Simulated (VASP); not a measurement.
# Ge4N (P6/mmm) in VASP: a series of runs

The runs below take Ge4N through single point, relaxation of cell and atoms, with PBE.

All numbers are computed with VASP 6.6.1; they aren't measurements. Logs are shortened: lines on timing, memory, paths and dates and some standing lists are left out, and cuts for length are marked.

### Step 1. The cell of the first run

It takes space group P6/mmm (No. 191, hexagonal). The conventional cell has a = 5.361 Å, b = 5.361 Å, c = 4.093 Å, α = 90.00°, β = 90.00°, γ = 120.00°. Ge (site symmetry mmm) has 8 Ge at 2.68 to 3.37 Å and 2 N at 2.68 Å within 3.5 Å. Ge (site symmetry 6/mmm) has 2 N at 2.05 Å within 2.7 Å. Within 2.7 Å of N (site symmetry 6/mmm) lie 8 Ge at 2.05 to 2.68 Å.

The cell was built from a structure type or drawn by symmetry, and may not be a known phase.

### Step 2. Single point, PBE

File INCAR:

```
SYSTEM = Ge4N
PREC = Accurate
ENCUT = 520
EDIFF = 1E-7
ISMEAR = 0
SIGMA = 0.1
LREAL = .FALSE.
LASPH = .TRUE.
NELM = 100
ALGO = Normal
ISIF = 2
LWAVE = .FALSE.
LCHARG = .FALSE.
GGA = PE
NBANDS = 38
```

File KPOINTS:

```
Automatic mesh
0
G
  6 6 4
  0 0 0
```

File POSCAR:

```
Ge4N
1.0
    5.3605441992     -0.0000000035      0.0000000000
   -2.6802720965      4.6423674564      0.0000000000
    0.0000000000      0.0000000000      4.0926256817
Ge N
4 1
Direct
    0.5000000000      0.0000000000      0.5000000000
    0.0000000000      0.5000000000      0.5000000000
    0.5000000000      0.5000000000      0.5000000000
    0.0000000000      0.0000000000      0.0000000000
    0.0000000000      0.0000000000      0.5000000000
```

Potentials or basis: VASP PAW PBE potentials, release 64 (Ge_d, N).

Launch:

```console
> cat potpaw_PBE.64/Ge_d/POTCAR potpaw_PBE.64/N/POTCAR > POTCAR
> mpirun -np 1 vasp_std > vasp.out
```

OUTCAR:

```text
SYSTEM = Ge4N
   PREC = Accurate
   ENCUT = 520
   EDIFF = 1E-7
   ISMEAR = 0
   LREAL = .FALSE.
   LASPH = .TRUE.
   NELM = 100
   ISIF = 2
   GGA = PE

 ion  position               nearest neighbor table
   1  0.500  0.000  0.500-   3 2.68   3 2.68   2 2.68   2 2.68
   2  0.000  0.500  0.500-   3 2.68   3 2.68   1 2.68   1 2.68
   3  0.500  0.500  0.500-   1 2.68   1 2.68   2 2.68   2 2.68
   4  0.000  0.000  0.000-   5 2.05   5 2.05
   5  0.000  0.000  0.500-   4 2.05   4 2.05

  LATTYP: Found a hexagonal cell.
 ALAT       =     5.3605441992
 C/A-ratio  =     0.7634720524

  Lattice vectors:

 A1 = (   5.3605441992,  -0.0000000035,   0.0000000000)
 A2 = (  -2.6802720965,   4.6423674564,   0.0000000000)
 A3 = (   0.0000000000,   0.0000000000,   4.0926256817)

Analysis of symmetry for initial positions (statically):
=====================================================================
 Subroutine PRICEL returns:
 Original cell was already a primitive cell.

 Routine SETGRP: Setting up the symmetry group for a
 hexagonal supercell.

 Subroutine GETGRP returns: Found 24 space group operations
 (whereof 24 operations were pure point group operations)
 out of a pool of 24 trial point group operations.

The static configuration has the point symmetry D_6h.

Analysis of symmetry for dynamics (positions and initial velocities):
=====================================================================
 Subroutine PRICEL returns:
 Original cell was already a primitive cell.

 Routine SETGRP: Setting up the symmetry group for a
 hexagonal supercell.

 Subroutine GETGRP returns: Found 24 space group operations
 (whereof 24 operations were pure point group operations)
 out of a pool of 24 trial point group operations.

The dynamic configuration has the point symmetry D_6h.

 Subroutine INISYM returns: Found 24 space group operations
 (whereof 24 operations are pure point group operations),
 and found     1 'primitive' translations

----------------------------------------------------------------------------------------

                                     Primitive cell

  volume of cell :     101.8475

  direct lattice vectors                    reciprocal lattice vectors
     5.360544199 -0.000000003  0.000000000     0.186548224  0.107703667  0.000000000
    -2.680272096  4.642367456  0.000000000     0.000000000  0.215407335  0.000000000
     0.000000000  0.000000000  4.092625682     0.000000000  0.000000000  0.244341916

  length of vectors
     5.360544199  5.360544199  4.092625682     0.215407335  0.215407335  0.244341916

  position of ions in fractional coordinates (direct lattice)
     0.500000000  1.000000000  0.500000000
     0.000000000  0.500000000  0.500000000
     0.500000000  0.500000000  0.500000000
     0.000000000  0.000000000  0.000000000
     0.000000000  0.000000000  0.500000000

  ion indices of the primitive-cell ions
   primitive index   ion index
                 1           1
                 2           2
                 3           3
                 4           4
                 5           5

----------------------------------------------------------------------------------------

 KPOINTS: Automatic mesh

Automatic generation of k-mesh.
 Grid dimensions read from file:
 generate k-points for:    6    6    4

 Generating k-lattice:

  Cartesian coordinates                     Fractional coordinates (reciprocal lattice)
     0.031091371  0.017950611  0.000000000     0.166666667  0.000000000  0.000000000
     0.000000000  0.035901222  0.000000000    -0.000000000  0.166666667  0.000000000
     0.000000000  0.000000000  0.061085479     0.000000000  0.000000000  0.250000000

  Length of vectors
     0.035901222  0.035901222  0.061085479

  Shift w.r.t. Gamma in fractional coordinates (k-lattice)
     0.000000000  0.000000000  0.000000000

 Subroutine IBZKPT returns following result:
 ===========================================

 Found     21 irreducible k-points:

 Following reciprocal coordinates:
            Coordinates               Weight
  0.000000  0.000000  0.000000      1.000000
  0.166667  0.000000  0.000000      6.000000
  0.333333  0.000000  0.000000      6.000000
  0.500000  0.000000  0.000000      3.000000
  0.166667  0.166667  0.000000      6.000000
  0.333333  0.166667  0.000000     12.000000
[... 13 lines left out ...]
  0.333333  0.166667  0.500000     12.000000
  0.333333  0.333333  0.500000      2.000000
   k-points           NKPTS =     21   k-points in BZ     NKDIM =     21   number of bands    NBANDS=     38
   number of dos      NEDOS =    301   number of ions     NIONS =      5
   total plane-waves  NPLWV =  48000
   dimension x,y,z NGX =    40 NGY =   40 NGZ =   30
   dimension x,y,z NGXF=    80 NGYF=   80 NGZF=   60
   ions per type =               4   1
   NGX,Y,Z   is equivalent  to a cutoff of  12.41, 12.41, 12.19 a.u.
   NGXF,Y,Z  is equivalent  to a cutoff of  24.81, 24.81, 24.37 a.u.
 SYSTEM =  Ge4N
   PREC   = accura    normal or accurate (medium, high low for compatibility)
   ISTART =      0    job   : 0-new  1-cont  2-samecut
   ICHARG =      2    charge: 1-file 2-atom 10-const
   ISPIN  =      1    spin polarized calculation?
   LNONCOLLINEAR =      F non collinear calculations
   LSORBIT =      F    spin-orbit coupling
   LASPH  =      T    aspherical Exc in radial PAW
   ENCUT  =  520.0 eV  38.22 Ry    6.18 a.u.   9.97  9.97  7.61*2*pi/ulx,y,z
   NELM   =    100;   NELMIN=  2; NELMDL= -5     # of ELM steps
   EDIFF  = 0.1E-06   stopping-criterion for ELM
   LREAL  =      F    real-space projection
   EDIFFG = 0.1E-05   stopping-criterion for IOM
   NSW    =      0    number of steps for IOM
   IBRION =     -1    ionic relax: 0-MD 1-quasi-New 2-CG
   NFREE  =      0    steps in history (QN), initial steepest desc. (CG)
   ISIF   =      2    stress and relaxation
   ISYM   =      2    0-nonsym 1-usesym 2-fastsym
   POTIM  = 0.5000    time-step for ionic-motion
   TEBEG  =    0.0;   TEEND  =   0.0 temperature during run
   PSTRESS=    0.0 pullay stress
   NELECT =      61.0000    total number of electrons
   NUPDOWN=      -1.0000    fix difference up-down
   EMIN   =  10.00;   EMAX   =-10.00  energy-range for DOS
   EFERMI =   0.00;   METHOD = LEGACY
   ISMEAR =     0;   SIGMA  =   0.10  broadening in eV -4-tet -1-fermi 0-gaus
   EFERMI_NEDOS =   21; number of points for ismear=-14 and -15
   IALGO  =     38    algorithm
   IMIX   =      4    mixing-type and parameters
     AMIX     =   0.40;   BMIX     =  1.00
     AMIX_MAG =   1.60;   BMIX_MAG =  1.00
  volume/ion in A,a.u.               =      20.37       137.46
  Fermi-wavevector in a.u.,A,eV,Ry     =   1.379965  2.607755 25.909609  1.904303
  Thomas-Fermi vector in A             =   2.504886
   LORBIT       =      0    0 simple, 1 ext, 2 COOP (PROOUT), +10 PAW based schemes
   GGA     = PE    functional components
   LHFCALC =     F    Hartree Fock is set to
   AEXX    =    0.0000 exact exchange contribution
   IVDW    =     0    specifies the selected vdW correction
   LEPSILON=     F    determine dielectric tensor
   LRPA    =     F    only Hartree local field effects (RPA)
 non-spin polarized calculation
 Gauss-broadening in eV      SIGMA  =   0.10
  energy-cutoff  :      520.00
  volume of cell :      101.85
 maximum number of plane-waves:      2757
 NGX is ok and might be reduce to    40
   NGX = 19   NGY = 19   NGZ = 15

 number of electron      61.0000032 magnetization

 Free energy of the ion-electron system (eV)
  ---------------------------------------------------
  ext. energy  EPLUGINS =         0.00000000
  ---------------------------------------------------
  free energy    TOTEN  =       -21.77353246 eV

  energy without entropy =      -21.75687398  energy(sigma->0) =      -21.76520322

 E-fermi :   4.6658     XC(G=0): -10.1602

 val. band max:        4.6495620733   @ k =   0.5000   0.0000   0.2500
 cond. band min:       4.7230883273   @ k =   0.3333   0.0000   0.2500
 fundamental gap:      0.0735262540
 Fermi energy:         4.6657657394

 k-point     1 :       0.0000    0.0000    0.0000
  band No.  band energies     occupation
      1     -20.4094      2.00000
      2     -20.4012      2.00000
      3     -20.4012      2.00000
      4     -20.2904      2.00000
      5     -20.2779      2.00000
      6     -20.2779      2.00000
[... 30 lines left out ...]
     37       9.5066      0.00000
     38      11.9440      0.00000

 k-point     2 :       0.1667    0.0000    0.0000
  band No.  band energies     occupation
      1     -20.4016      2.00000
      2     -20.3934      2.00000
      3     -20.3852      2.00000
      4     -20.2853      2.00000
      5     -20.2773      2.00000
      6     -20.2743      2.00000
[... 30 lines left out ...]
     37      10.0716      0.00000
     38      10.7806      0.00000

 k-point     3 :       0.3333    0.0000    0.0000
  band No.  band energies     occupation
      1     -20.3973      2.00000
      2     -20.3593      2.00000
      3     -20.3421      2.00000
      4     -20.2764      2.00000
      5     -20.2742      2.00000
      6     -20.2692      2.00000
[... 30 lines left out ...]
     37       9.4820      0.00000
     38       9.9721      0.00000

 k-point     4 :       0.5000    0.0000    0.0000
  band No.  band energies     occupation
      1     -20.3955      2.00000
      2     -20.3320      2.00000
      3     -20.2999      2.00000
      4     -20.2896      2.00000
      5     -20.2760      2.00000
      6     -20.2598      2.00000
[... 30 lines left out ...]
     37       7.5606      0.00000
     38       9.1465      0.00000
[... 580 lines left out ...]
      4     -20.2753      2.00000
      5     -20.2711      2.00000
      6     -20.2703      2.00000
[... 30 lines left out ...]
     37       9.5776      0.00000
     38      10.8840      0.00000

 k-point    20 :       0.3333    0.1667    0.5000
  band No.  band energies     occupation
      1     -20.3856      2.00000
      2     -20.3433      2.00000
      3     -20.3107      2.00000
      4     -20.2877      2.00000
      5     -20.2747      2.00000
      6     -20.2617      2.00000
[... 30 lines left out ...]
     37       8.3147      0.00000
     38       9.6033      0.00000

 k-point    21 :       0.3333    0.3333    0.5000
  band No.  band energies     occupation
      1     -20.3734      2.00000
      2     -20.3176      2.00000
      3     -20.3176      2.00000
      4     -20.2862      2.00000
      5     -20.2862      2.00000
      6     -20.2704      2.00000
[... 30 lines left out ...]
     37       9.3246      0.00000
     38       9.3246      0.00000

------------------------ aborting loop because EDIFF is reached ----------------------------------------

  FORCE on cell =-STRESS in cart. coord.  units (eV):
  Direction    XX          YY          ZZ          XY          YZ          ZX
  --------------------------------------------------------------------------------------
  -------------------------------------------------------------------------------------
  Total        0.0496598      0.0496598     -0.0460371      0.0000000      0.0000000      0.0000000
  in kB        0.7812058      0.7812058     -0.7242156      0.0000000      0.0000000      0.0000000
  external PRESSURE =       0.2793987 kB  Pullay stress =       0.0000000 kB

 VOLUME and BASIS-vectors are now :
 -----------------------------------------------------------------------------
  energy-cutoff  :      520.00
  volume of cell :      101.85
      direct lattice vectors                 reciprocal lattice vectors
     5.360544199 -0.000000003  0.000000000     0.186548224  0.107703667  0.000000000
    -2.680272096  4.642367456  0.000000000     0.000000000  0.215407335  0.000000000
     0.000000000  0.000000000  4.092625682     0.000000000  0.000000000  0.244341916

 POSITION                                       TOTAL-FORCE (eV/Angst)
 -----------------------------------------------------------------------------------
      2.68027     -0.00000      2.04631        -0.000000      0.000000      0.000000
     -1.34014      2.32118      2.04631        -0.000000      0.000000      0.000000
      1.34014      2.32118      2.04631         0.000000      0.000000      0.000000
      0.00000      0.00000      0.00000        -0.000000      0.000000      0.000000
      0.00000      0.00000      2.04631        -0.000000      0.000000      0.000000
 -----------------------------------------------------------------------------------
    total drift:                               -0.000000      0.000000     -0.000000

  FREE ENERGIE OF THE ION-ELECTRON SYSTEM (eV)
  ---------------------------------------------------
  free  energy   TOTEN  =       -21.7735324611 eV

  energy  without entropy=      -21.7568739832  energy(sigma->0) =      -21.76520322
```

It took 57 s on 1 thread of Intel Xeon Platinum 8488C (Sapphire Rapids), shared host; peak memory 0.23 GiB.

Results:

| Property | Result |
| --- | --- |
| Free energy | -21.7735 eV |
| Pressure | 0.0 GPa |
| Band gap on the k mesh | zero (an odd number of electrons rules out a gap without spin polarisation) |

Caveat: the k points lie up to 0.38 Å⁻¹ apart, too coarse for converged energies and pressures of a metal.

### Step 3. Relaxation of cell and atoms, PBE

This run uses another cell than the first one, of 14.72 Å³/atom.

File INCAR:

```
SYSTEM = Ge4N
ALGO     = Normal         ! electronic algorithm
EDIFF    = 1E-7           ! SCF threshold, eV
EDIFFG   = -0.04          ! ionic threshold
ENCUT    = 600            ! plane-wave cutoff, eV
GGA      = PE             ! functional
IBRION   = 2              ! ionic algorithm
ISIF     = 3              ! what is computed and relaxed
ISMEAR   = 0              ! smearing method
LASPH    = .True.         ! aspherical terms in the spheres
LCHARG   = .False.        ! write CHGCAR
LREAL    = .False.        ! projectors in reciprocal space
LWAVE    = .False.        ! write WAVECAR
NELM     = 100            ! most SCF steps
NSW      = 90             ! ionic steps
PREC     = Accurate       ! precision mode
SIGMA    = 0.1            ! smearing width, eV
```

File KPOINTS:

```
k-points
0
Gamma
  6 6 4
  0 0 0
```

Changes to POSCAR since step 2:

```diff
@@ -2,5 +2,5 @@
 1.0
-    5.3605441992     -0.0000000035      0.0000000000
-   -2.6802720965      4.6423674564      0.0000000000
-    0.0000000000      0.0000000000      4.0926256817
+    4.3731959500      0.0000000000      0.0000000000
+   -2.1865979700      3.7872987900      0.0000000000
+    0.0000000000      0.0000000000      4.4443112300
 Ge N
```

Potentials or basis: VASP PAW PBE potentials, release 64 (Ge_d, N).

Launch:

```console
> cat potpaw_PBE.64/Ge_d/POTCAR potpaw_PBE.64/N/POTCAR > POTCAR
> mpirun -np 1 vasp_std > vasp.out
```

Wall time 8 min (1 thread of Intel Xeon Platinum 8488C (Sapphire Rapids), shared host); peak memory 0.23 GiB.

The run converged. Its results:

```
Free energy                           : -21.7265 eV
Relaxed volume                        : 20.23 Å³/atom
Relaxed cell                          : a = 5.349 Å, b = 5.349 Å, c = 4.082 Å, α = 90.00°, β = 90.00°, γ = 120.00°
Space group after relaxing (to 0.1 Å) : P6/mmm (No. 191)
Energy gained by relaxing             : 1294.7 meV/atom
Ionic steps                           : 11
Pressure after relaxing               : 0.1 GPa
Band gap on the k mesh                : zero (an odd number of electrons rules out a gap without spin polarisation)
```

Stress tensor (GPa, compression positive):
```
-0.05  0.00  0.00
 0.00 -0.05  0.00
 0.00  0.00  0.27
```

The path:
```tsv
step	energy change (eV)	largest force (eV/Å)	pressure (GPa)	volume (Å³)
1	0.0000	0.0000	57.84	73.61
2	-4.5017	0.0000	-11.10	142.97
3	-6.0094	0.0000	-1.93	109.24
4	-6.0113	0.0000	-3.47	111.86
5	-6.0146	0.0000	-2.94	110.87
6	-6.3767	0.0000	-2.42	106.25
7	-6.4619	0.0000	-1.46	103.67
8	-6.4677	0.0000	-1.08	102.85
9	-6.4679	0.0000	-0.99	102.69
10	-6.4731	0.0000	0.36	100.72
11	-6.4735	0.0000	0.06	101.13
```

Final structure:
```yaml
crystal:
  lattice:
    - [5.34879, 0.00000, 0.00000]
    - [-2.67439, 4.63218, 0.00000]
    - [0.00000, 0.00000, 4.08170]
  atoms:
    - { symbol: Ge, position: [0.50000, 0.00000, 0.50000] }
    - { symbol: Ge, position: [0.00000, 0.50000, 0.50000] }
    - { symbol: Ge, position: [0.50000, 0.50000, 0.50000] }
    - { symbol: Ge, position: [0.00000, 0.00000, 0.00000] }
    - { symbol: N, position: [0.00000, 0.00000, 0.50000] }
```

Levels at points of the mesh, in eV from the Fermi level:
```
           k point  band 28  band 29  band 30  band 31  band 32  band 33
(0.00, 0.00, 0.00)    -5.07    -5.03    -0.39     1.73     1.73     3.17
(0.50, 0.00, 0.00)    -2.45    -2.19    -0.15     0.94     1.27     1.41
(0.00, 0.00, 0.50)    -4.75    -2.70    -0.16    -0.16     0.83     0.83
(0.50, 0.00, 0.50)    -2.00    -1.98    -1.36    -1.21     1.40     1.53
```

Caveat: the volume moved by over 15 % at a fixed basis, so the end points are rough.

### Step 4. Single point, PBE

This run uses another cell than the first one, of 14.72 Å³/atom.

File INCAR:

```
SYSTEM = Ge4N
ALGO = Normal ; EDIFF = 1E-7
ENCUT = 520 ; GGA = PE
ISIF = 2 ; ISMEAR = 0
LASPH = .True. ; LCHARG = .False.
LREAL = .False. ; LWAVE = .False.
NBANDS = 38 ; NELM = 100
PREC = Accurate ; SIGMA = 0.1
```

KPOINTS is that of step 3.

POSCAR is that of step 3.

Launch:

```console
> cat potpaw_PBE.64/Ge_d/POTCAR potpaw_PBE.64/N/POTCAR > POTCAR
> mpirun -np 1 vasp_std > vasp.out
```

It took 57 s on 1 thread of Intel Xeon Platinum 8488C (Sapphire Rapids), shared host; peak memory 0.21 GiB.

It converged, with:

- Free energy: -15.2505 eV
- Pressure: 57.8 GPa
- Band gap on the k mesh: zero (an odd number of electrons rules out a gap without spin polarisation)

Stress tensor (GPa, compression positive):
```
80.76  0.00  0.00
 0.00 80.76  0.00
 0.00  0.00 11.96
```

Levels at points of the mesh, in eV from the Fermi level:
| k point | band 27 | band 28 | band 29 | band 30 | band 31 | band 32 | band 33 | band 34 |
| --- | --- | --- | --- | --- | --- | --- | --- | --- |
| (0.00, 0.00, 0.00) | -7.14 | -4.64 | -4.64 | -1.67 | 1.66 | 1.66 | 3.60 | 3.60 |
| (0.50, 0.00, 0.00) | -3.19 | -2.80 | -1.75 | -1.02 | -0.46 | 0.13 | 1.79 | 1.82 |
| (0.00, 0.00, 0.50) | -4.41 | -4.41 | -2.57 | -0.91 | 0.16 | 0.16 | 1.96 | 1.96 |
| (0.50, 0.00, 0.50) | -2.72 | -1.92 | -1.59 | -1.32 | -0.45 | -0.04 | 1.94 | 3.23 |

Caveat: the cell stands under pressure.

### Step 5. Overview

| task | cell | cutoff (eV) | gap on the mesh (eV) | pressure (GPa) |
| --- | --- | --- | --- | --- |
| single point | a = 5.361, b = 5.361, c = 4.093 Å, angles 90.0, 90.0, 120.0°, 5 atoms | 520 | none | 0.0 |
| relaxation of cell and atoms | relaxed from a = 4.373, b = 4.373, c = 4.444 Å, angles 90.0, 90.0, 120.0°, 5 atoms | 600 | none | 0.1 |
| single point | a = 4.373, b = 4.373, c = 4.444 Å, angles 90.0, 90.0, 120.0°, 5 atoms | 520 | none | 57.8 |

Alike in all rows: level PBE; potentials or basis VASP PAW PBE potentials, release 64 (Ge_d, N); no spin polarisation; k mesh 6 × 6 × 4; smearing gaussian 0.1 eV.

Caveats: some runs use coarse meshes; the volume moved by over 15 % at a fixed basis, so the end points are rough (at least some runs); the cell stands under pressure (at least some runs).

Absolute energies hang on the potentials; compare differences alone.
